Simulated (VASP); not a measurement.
# BaTiO3 (Amm2) in VASP: a series of runs, part 2 of 2

VASP 6.6.1. Earlier steps stand in the parts before.

**4. Single point, r2SCAN+U (strain +0.050 along x and y, +0.050 along z)**

Input file POSCAR:

```
BaTiO3
1.0
    4.1949012301      0.0000000000      0.0000000000
    0.0000000000      2.9846005671      2.9904076023
    0.0000000000     -2.9846005671      2.9904076023
Ba Ti O
1 1 3
Direct
    0.0000000000      0.0044061011      0.0044061011
    0.5000000000      0.5135753575      0.5135753575
    0.0000000000      0.4947134013      0.4947134013
    0.5000000000      0.4954342957      0.9880908444
    0.5000000000      0.9880908444      0.4954342957
```

Input file INCAR.step1:

```
SYSTEM = BaTiO3
PREC = Accurate
ENCUT = 520
ISMEAR = 0
SIGMA = 0.05
LREAL = .FALSE.
LASPH = .TRUE.
NELM = 150
LMAXMIX = 4
LDAU = .TRUE.
LDAUTYPE = 2
LDAUL = -1 2 -1
LDAUU = 0 4 0
LDAUJ = 0 0 0
NBANDS = 28
GGA = PE
ALGO = Normal
EDIFF = 1E-4
LWAVE = .TRUE.
LCHARG = .FALSE.
```

Input file INCAR.step2:

```
SYSTEM = BaTiO3
PREC = Accurate
ENCUT = 520
EDIFF = 1E-7
ISMEAR = 0
SIGMA = 0.05
LREAL = .FALSE.
LASPH = .TRUE.
NELM = 150
ALGO = Normal
ISIF = 2
LWAVE = .FALSE.
LCHARG = .FALSE.
LMAXMIX = 4
LDAU = .TRUE.
LDAUTYPE = 2
LDAUL = -1 2 -1
LDAUU = 0 4 0
LDAUJ = 0 0 0
LDAUPRINT = 1
METAGGA = R2SCAN
LMIXTAU = .TRUE.
NBANDS = 28
ISTART = 1
```

Input file KPOINTS:

```
regular mesh
0
G
  6 6 6
  0 0 0
```

Potentials or basis: VASP PAW PBE potentials, release 64 (Ba_sv, Ti_sv, O).

On the command line:

```bash
$ cat potpaw_PBE.64/Ba_sv/POTCAR potpaw_PBE.64/Ti_sv/POTCAR potpaw_PBE.64/O/POTCAR > POTCAR
$ cp INCAR.step1 INCAR
$ mpirun -np 1 vasp_std > vasp.out
$ cp INCAR.step2 INCAR
$ mpirun -np 1 vasp_std > vasp.out
```

OUTCAR:

```text
SYSTEM = BaTiO3
   PREC = Accurate
   ENCUT = 520
   EDIFF = 1E-7
   ISMEAR = 0
   LREAL = .FALSE.
   LASPH = .TRUE.
   NELM = 150
   ISIF = 2
   METAGGA = R2SCAN
   ISTART = 1

 ion  position               nearest neighbor table
   1  0.000  0.004  0.004-   3 2.93   4 2.95   5 2.95   4 2.95   5 2.95   3 2.99   3 2.99   5 3.00
                             4 3.00   5 3.00   4 3.00   3 3.05   2 3.61   2 3.61   2 3.65   2 3.65
   2  0.500  0.514  0.514-   4 2.01   5 2.01   3 2.10   3 2.10   5 2.22   4 2.22   1 3.61   1 3.61
                             1 3.65   1 3.65   1 3.65   1 3.65   1 3.70   1 3.70
   3  0.000  0.495  0.495-   2 2.10   2 2.10   1 2.93   1 2.99   1 2.99   1 3.05
   4  0.500  0.495  0.988-   2 2.01   2 2.22   1 2.95   1 2.95   1 3.00   1 3.00
   5  0.500  0.988  0.495-   2 2.01   2 2.22   1 2.95   1 2.95   1 3.00   1 3.00

  LATTYP: Found a base centered orthorhombic cell.
 ALAT       =     5.9692011342
 B/A-ratio  =     1.0019456658
 C/A-ratio  =     0.7027575610

  Lattice vectors:

 A1 = (   0.0000000000,   2.9846005671,  -2.9904076023)
 A2 = (   0.0000000000,   2.9846005671,   2.9904076023)
 A3 = (   4.1949012301,   0.0000000000,   0.0000000000)

Analysis of symmetry for initial positions (statically):
=====================================================================
 Subroutine PRICEL returns:
 Original cell was already a primitive cell.

 Routine SETGRP: Setting up the symmetry group for a
 base centered orthorhombic supercell.

 Subroutine GETGRP returns: Found  4 space group operations
 (whereof  4 operations were pure point group operations)
 out of a pool of  8 trial point group operations.

The static configuration has the point symmetry C_2v.

Analysis of symmetry for dynamics (positions and initial velocities):
=====================================================================
 Subroutine PRICEL returns:
 Original cell was already a primitive cell.

 Routine SETGRP: Setting up the symmetry group for a
 base centered orthorhombic supercell.

 Subroutine GETGRP returns: Found  4 space group operations
 (whereof  4 operations were pure point group operations)
 out of a pool of  8 trial point group operations.

The dynamic configuration has the point symmetry C_2v.

 Subroutine INISYM returns: Found  4 space group operations
 (whereof  4 operations are pure point group operations),
 and found     1 'primitive' translations

----------------------------------------------------------------------------------------

                                     Primitive cell

  volume of cell :      74.8804

  direct lattice vectors                    reciprocal lattice vectors
     4.194901230  0.000000000  0.000000000     0.238384635  0.000000000  0.000000000
     0.000000000  2.984600567  2.990407602     0.000000000  0.167526605  0.167201287
     0.000000000 -2.984600567  2.990407602     0.000000000 -0.167526605  0.167201287

[... 102 lines left out ...]
   EMIN   =  10.00;   EMAX   =-10.00  energy-range for DOS
   EFERMI =   0.00;   METHOD = LEGACY
   ISMEAR =     0;   SIGMA  =   0.05  broadening in eV -4-tet -1-fermi 0-gaus
   EFERMI_NEDOS =   21; number of points for ismear=-14 and -15
   IALGO  =     38    algorithm
   IMIX   =      4    mixing-type and parameters
     AMIX     =   0.40;   BMIX     =  1.00
     AMIX_MAG =   1.60;   BMIX_MAG =  1.00
  volume/ion in A,a.u.               =      14.98       101.06
  Fermi-wavevector in a.u.,A,eV,Ry     =   1.328328  2.510176 24.006877  1.764456
  Thomas-Fermi vector in A             =   2.457574
   LORBIT       =      0    0 simple, 1 ext, 2 COOP (PROOUT), +10 PAW based schemes
 LDA+U is selected, type is set to LDAUTYPE =  2
   angular momentum for each species LDAUL =    -1    2   -1
   U (eV)           for each species LDAUU =   0.0  4.0  0.0
   J (eV)           for each species LDAUJ =   0.0  0.0  0.0
   METAGGA = R2SCAN    functional components
   LHFCALC =     F    Hartree Fock is set to
   AEXX    =    0.0000 exact exchange contribution
   IVDW    =     0    specifies the selected vdW correction
   LEPSILON=     F    determine dielectric tensor
   LRPA    =     F    only Hartree local field effects (RPA)
 non-spin polarized calculation
 Gauss-broadening in eV      SIGMA  =   0.05
  energy-cutoff  :      520.00
  volume of cell :       74.88
 maximum number of plane-waves:      2032
 NGX is ok and might be reduce to    32
   NGX = 15   NGY = 15   NGZ = 15

atom =   2  type =  2  l = 2

 onsite density matrix

spin component  1

  0.0922  0.0000  0.0000  0.0000  0.0000
  0.0000  0.2134  0.0000  0.0000  0.0000
  0.0000  0.0000  0.1202  0.0000 -0.0478
  0.0000  0.0000  0.0000  0.0913  0.0000
  0.0000  0.0000 -0.0478  0.0000  0.1840

spin component  2

  0.0922  0.0000  0.0000  0.0000  0.0000
  0.0000  0.2134  0.0000  0.0000  0.0000
  0.0000  0.0000  0.1202  0.0000 -0.0478
  0.0000  0.0000  0.0000  0.0913  0.0000
  0.0000  0.0000 -0.0478  0.0000  0.1840

 occupancies and eigenvectors

  o =  0.0913  v =  0.0000  0.0000  0.0000  1.0000  0.0000  0.0000  0.0000  0.0000  0.0000  0.0000      0.0000  0.0000  0.0000  0.0000  0.0000  0.0000  0.0000  0.0000  0.0000  0.0000
  o =  0.0913  v =  0.0000  0.0000  0.0000  0.0000  0.0000  0.0000  0.0000  0.0000  1.0000  0.0000      0.0000  0.0000  0.0000  0.0000  0.0000  0.0000  0.0000  0.0000  0.0000  0.0000
  o =  0.0922  v =  1.0000  0.0000  0.0000  0.0000  0.0000  0.0000  0.0000  0.0000  0.0000  0.0000      0.0000  0.0000  0.0000  0.0000  0.0000  0.0000  0.0000  0.0000  0.0000  0.0000
  o =  0.0922  v =  0.0000  0.0000  0.0000  0.0000  0.0000  1.0000  0.0000  0.0000  0.0000  0.0000      0.0000  0.0000  0.0000  0.0000  0.0000  0.0000  0.0000  0.0000  0.0000  0.0000
  o =  0.0945  v =  0.0000  0.0000 -0.8817  0.0000 -0.4718  0.0000  0.0000  0.0000  0.0000  0.0000      0.0000  0.0000  0.0000  0.0000  0.0000  0.0000  0.0000  0.0000  0.0000  0.0000
  o =  0.0945  v =  0.0000  0.0000  0.0000  0.0000  0.0000  0.0000  0.0000 -0.8817  0.0000 -0.4718      0.0000  0.0000  0.0000  0.0000  0.0000  0.0000  0.0000  0.0000  0.0000  0.0000
  o =  0.2096  v =  0.0000  0.0000  0.0000  0.0000  0.0000  0.0000  0.0000 -0.4718 -0.0000  0.8817      0.0000  0.0000  0.0000  0.0000  0.0000  0.0000  0.0000  0.0000  0.0000  0.0000
  o =  0.2096  v =  0.0000  0.0000 -0.4718 -0.0000  0.8817  0.0000  0.0000  0.0000  0.0000  0.0000      0.0000  0.0000  0.0000  0.0000  0.0000  0.0000  0.0000  0.0000  0.0000  0.0000
  o =  0.2134  v =  0.0000  0.0000  0.0000  0.0000  0.0000  0.0000  1.0000  0.0000  0.0000  0.0000      0.0000  0.0000  0.0000  0.0000  0.0000  0.0000  0.0000  0.0000  0.0000  0.0000
  o =  0.2134  v =  0.0000  1.0000  0.0000  0.0000  0.0000  0.0000  0.0000  0.0000  0.0000  0.0000      0.0000  0.0000  0.0000  0.0000  0.0000  0.0000  0.0000  0.0000  0.0000  0.0000

 number of electron      39.9999998 magnetization

 Free energy of the ion-electron system (eV)
  ---------------------------------------------------
  ext. energy  EPLUGINS =         0.00000000
  ---------------------------------------------------
  free energy    TOTEN  =       -71.16027184 eV

  energy without entropy =      -71.16027184  energy(sigma->0) =      -71.16027184

 E-fermi :   2.9223     XC(G=0): -11.0619

 val. band max:        2.5524982091   @ k =   0.5000   0.5000   0.5000
 cond. band min:       4.9548837980   @ k =   0.0000   0.0000   0.0000
 fundamental gap:      2.4023855889
 Fermi energy:         2.9222609348

 k-point     1 :       0.0000    0.0000    0.0000
  band No.  band energies     occupation
      1     -58.0543      2.00000
      2     -33.1092      2.00000
      3     -33.0973      2.00000
      4     -33.0891      2.00000
      5     -23.3826      2.00000
      6     -14.9882      2.00000
[... 733 lines left out ...]
     27      10.5189      0.00000
     28      10.8806      0.00000

 [... further k-points ...]
[... 5 lines left out ...]
  --------------------------------------------------------------------------------------
  -------------------------------------------------------------------------------------
  Total       -7.7706738     -7.7419907     -7.6012867      0.0000000      0.0000000      0.0000000
  in kB     -166.2650323   -165.6513150   -162.6407456      0.0000000      0.0000000      0.0000000
  external PRESSURE =    -164.8523643 kB  Pullay stress =       0.0000000 kB

 VOLUME and BASIS-vectors are now :
 -----------------------------------------------------------------------------
  energy-cutoff  :      520.00
  volume of cell :       74.88
      direct lattice vectors                 reciprocal lattice vectors
     4.194901230  0.000000000  0.000000000     0.238384635  0.000000000  0.000000000
     0.000000000  2.984600567  2.990407602     0.000000000  0.167526605  0.167201287
     0.000000000 -2.984600567  2.990407602     0.000000000 -0.167526605  0.167201287

 POSITION                                       TOTAL-FORCE (eV/Angst)
 -----------------------------------------------------------------------------------
      0.00000      0.00000      0.02635         0.000000     -0.000000      0.048624
      2.09745      0.00000      3.07160         0.000000     -0.000000      0.464751
      0.00000      0.00000      2.95879         0.000000     -0.000000      0.050099
      2.09745     -1.47038      4.43634         0.000000      0.327380     -0.281737
      2.09745      1.47038      4.43634         0.000000     -0.327380     -0.281737
 -----------------------------------------------------------------------------------
    total drift:                                0.000000      0.000003      0.024968

  FREE ENERGIE OF THE ION-ELECTRON SYSTEM (eV)
  ---------------------------------------------------
  free  energy   TOTEN  =       -71.1602718358 eV

  energy  without entropy=      -71.1602718358  energy(sigma->0) =      -71.16027184
```

Run time: 2 min. Hardware: 1 thread of Intel Xeon 6975P-C (Granite Rapids), shared host; peak memory 0.26 GiB.

What came out:

```yaml
Free_energy: -71.1603 eV
Pressure: -16.5 GPa
Largest_force: 0.465 eV/Å
Band_gap_on_the_k_mesh: 2.40 eV (least direct gap 2.80 eV)
```

Forces on the atoms (eV/Å):
```
Ba   0.000  0.000  0.049
Ti   0.000  0.000  0.465
O    0.000  0.000  0.050
O    0.000  0.327 -0.282
O    0.000 -0.327 -0.282
```

Eigenvalues of the final occupation matrices:
| site | spin | trace | eigenvalues |
| --- | --- | --- | --- |
| site 2 d | 1 | 0.70 | 0.09 0.09 0.09 0.21 0.21 |
| site 2 d | 2 | 0.70 | 0.09 0.09 0.09 0.21 0.21 |

Caveat: the cell differs from its parent crystal (strain +0.050 along x and y, +0.050 along z); the cell stands under tension; the PAW data sets were made with another functional, which shifts forces and pressure a little; spin-orbit coupling is left out, which moves the levels of the heavy elements.

**5. Overview**

| cell | gap on the mesh (eV) | pressure (GPa) | largest force (eV/Å) |
| --- | --- | --- | --- |
| a = 4.095, b = 4.175, c = 4.175 Å, angles 88.5, 90.0, 90.0°, 5 atoms | 2.49 | -11.2 | 0.29 |
| a = 4.195, b = 4.175, c = 4.175 Å, angles 91.3, 90.0, 90.0°, 5 atoms | 2.44 | -14.0 | 0.29 |
| a = 4.195, b = 4.225, c = 4.225 Å, angles 89.9, 90.0, 90.0°, 5 atoms | 2.40 | -16.5 | 0.46 |

Alike in all rows: task single point; level r2SCAN+U; potentials or basis VASP PAW PBE potentials, release 64 (Ba_sv, Ti_sv, O); no spin polarisation; Ti d U = 4.0 eV; k mesh 6 × 6 × 6; cutoff (eV) 520; smearing gaussian 0.05 eV.

Caveats: the cell stands under tension; the PAW data sets were made with another functional, which shifts forces and pressure a little; spin-orbit coupling is left out, which moves the levels of the heavy elements.

Absolute energies hang on the potentials; compare differences alone.
